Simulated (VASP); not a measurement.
# Sb (Pm-3m) in VASP: a series of runs, part 2 of 2

VASP 6.6.1. The steps go on from the part before.

### Step 6. Single point, r2SCAN (volume scaled by 1.12)

File POSCAR:

```
Sb
1.0
    3.2014912929      0.0000000000      0.0000000000
    0.0000000000      3.2014912929      0.0000000000
    0.0000000000      0.0000000000      3.2014912929
Sb
1
Direct
    0.0000000000      0.0000000000      0.0000000000
```

File INCAR.step1:

```
SYSTEM = Sb
  PREC = Accurate
  ENCUT = 520
  ISMEAR = -1
  SIGMA = 0.1
  LREAL = .False.
  LASPH = .True.
  NELM = 60
  NBANDS = 8
  GGA = PE
  ALGO = Normal
  EDIFF = 1E-4
  LWAVE = .True.
  LCHARG = .False.
```

File INCAR.step2:

```
SYSTEM = Sb
  PREC = Accurate
  ENCUT = 520
  EDIFF = 1E-6
  ISMEAR = -1
  SIGMA = 0.1
  LREAL = .False.
  LASPH = .True.
  NELM = 60
  ALGO = Normal
  ISIF = 2
  LWAVE = .False.
  LCHARG = .False.
  METAGGA = R2SCAN
  LMIXTAU = .True.
  NBANDS = 8
  ISTART = 1
```

File KPOINTS:

```
regular mesh
0
Gamma
  12 12 12
  0 0 0
```

Potentials or basis: VASP PAW PBE potentials, release 64 (Sb).

Started as:

```console
> cat potpaw_PBE.64/Sb/POTCAR > POTCAR
> cp INCAR.step1 INCAR
> mpirun -np 1 vasp_std > vasp.out
> cp INCAR.step2 INCAR
> mpirun -np 1 vasp_std > vasp.out
```

OUTCAR:

```text
SYSTEM = Sb
   PREC = Accurate
   ENCUT = 520
   EDIFF = 1E-6
   ISMEAR = -1
   LREAL = .False.
   LASPH = .True.
   NELM = 60
   ISIF = 2
   METAGGA = R2SCAN
   ISTART = 1

 ion  position               nearest neighbor table
   1  0.000  0.000  0.000-

  LATTYP: Found a simple cubic cell.
 ALAT       =     3.2014912929

  Lattice vectors:

 A1 = (   3.2014912929,   0.0000000000,   0.0000000000)
 A2 = (   0.0000000000,   3.2014912929,   0.0000000000)
 A3 = (   0.0000000000,   0.0000000000,   3.2014912929)

Analysis of symmetry for initial positions (statically):
=====================================================================
 Subroutine PRICEL returns:
 Original cell was already a primitive cell.

 Routine SETGRP: Setting up the symmetry group for a
 simple cubic supercell.

 Subroutine GETGRP returns: Found 48 space group operations
 (whereof 48 operations were pure point group operations)
 out of a pool of 48 trial point group operations.

The static configuration has the point symmetry O_h .

Analysis of symmetry for dynamics (positions and initial velocities):
[... 154 lines left out ...]

  energy without entropy =      -25.55463368  energy(sigma->0) =      -25.56626333

 E-fermi :   5.9581     XC(G=0):  -9.6888

 val. band max:        5.9502870398   @ k =   0.4167   0.2500   0.0833
 cond. band min:       5.9615991102   @ k =   0.4167   0.4167   0.3333
 fundamental gap:      0.0113120704
 Fermi energy:         5.9581233809

 k-point     1 :       0.0000    0.0000    0.0000
  band No.  band energies     occupation
      1      -6.3564      2.00000
      2       9.0815      0.00000
      3       9.0815      0.00000
      4       9.0815      0.00000
      5      13.0687      0.00000
      6      13.0687      0.00000
      7      14.4169      0.00000
      8      23.7978      0.00000
[... 243 lines left out ...]
 k-point    24 :       0.4167    0.3333    0.0000
  band No.  band energies     occupation
      1      -2.9456      2.00000
      2       2.4184      2.00000
      3       4.1673      2.00000
      4      10.5197      0.00000
      5      11.9853      0.00000
      6      16.9385      0.00000
      7      19.0350      0.00000
      8      19.5784      0.00000

 [... further k-points ...]
[... 5 lines left out ...]
  --------------------------------------------------------------------------------------
  -------------------------------------------------------------------------------------
  Total       -1.0131299     -1.0131299     -1.0131299      0.0000000      0.0000000      0.0000000
  in kB      -49.4673628    -49.4673628    -49.4673628      0.0000000      0.0000000      0.0000000
  external PRESSURE =     -49.4673628 kB  Pullay stress =       0.0000000 kB

 VOLUME and BASIS-vectors are now :
 -----------------------------------------------------------------------------
  energy-cutoff  :      520.00
  volume of cell :       32.81
      direct lattice vectors                 reciprocal lattice vectors
     3.201491293  0.000000000  0.000000000     0.312354434  0.000000000  0.000000000
     0.000000000  3.201491293  0.000000000     0.000000000  0.312354434  0.000000000
     0.000000000  0.000000000  3.201491293     0.000000000  0.000000000  0.312354434

 POSITION                                       TOTAL-FORCE (eV/Angst)
 -----------------------------------------------------------------------------------
      0.00000      0.00000      0.00000         0.000000      0.000000      0.000000
 -----------------------------------------------------------------------------------
    total drift:                               -0.000000      0.000000     -0.000000

  FREE ENERGIE OF THE ION-ELECTRON SYSTEM (eV)
  ---------------------------------------------------
  free  energy   TOTEN  =       -25.5778929830 eV

  energy  without entropy=      -25.5546336785  energy(sigma->0) =      -25.56626333
```

OUTCAR.step1:

```text
SYSTEM = Sb
   PREC = Accurate
   ENCUT = 520
   ISMEAR = -1
   LREAL = .False.
   LASPH = .True.
[... 481 lines left out ...]
 -----------------------------------------------------------------------------------
      0.00000      0.00000      0.00000         0.000000      0.000000      0.000000
 -----------------------------------------------------------------------------------
    total drift:                               -0.000000      0.000000      0.000000

  FREE ENERGIE OF THE ION-ELECTRON SYSTEM (eV)
  ---------------------------------------------------
  free  energy   TOTEN  =        -4.0556231778 eV

  energy  without entropy=       -4.0318032251  energy(sigma->0) =       -4.04371320
```

Run time: 35 s. Hardware: 1 thread of Intel Xeon 6975P-C, shared host; peak memory 0.15 GiB.

Results:

- Free energy: -25.5779 eV
- Pressure: -4.9 GPa

Caveat: the PAW data sets were made with another functional, which shifts forces and pressure a little; spin-orbit coupling is left out, which moves the levels of the heavy elements.

### Step 7. Summary

```tsv
cell	gap on the mesh (eV)	pressure (GPa)
a = 3.041 Å, 1 atom	none	3.0
a = 3.083 Å, 1 atom	none	0.3
a = 3.123 Å, 1 atom	none	-1.8
a = 3.163 Å, 1 atom	none	-3.5
a = 3.201 Å, 1 atom	none	-4.9
```

Alike in all rows: task single point; level r2SCAN; potentials or basis VASP PAW PBE potentials, release 64 (Sb); no spin polarisation; k mesh 12 × 12 × 12; cutoff (eV) 520; smearing fermi-dirac 0.1 eV.

Caveats: the PAW data sets were made with another functional, which shifts forces and pressure a little; spin-orbit coupling is left out, which moves the levels of the heavy elements.

Absolute energies hang on the potentials; compare differences alone.
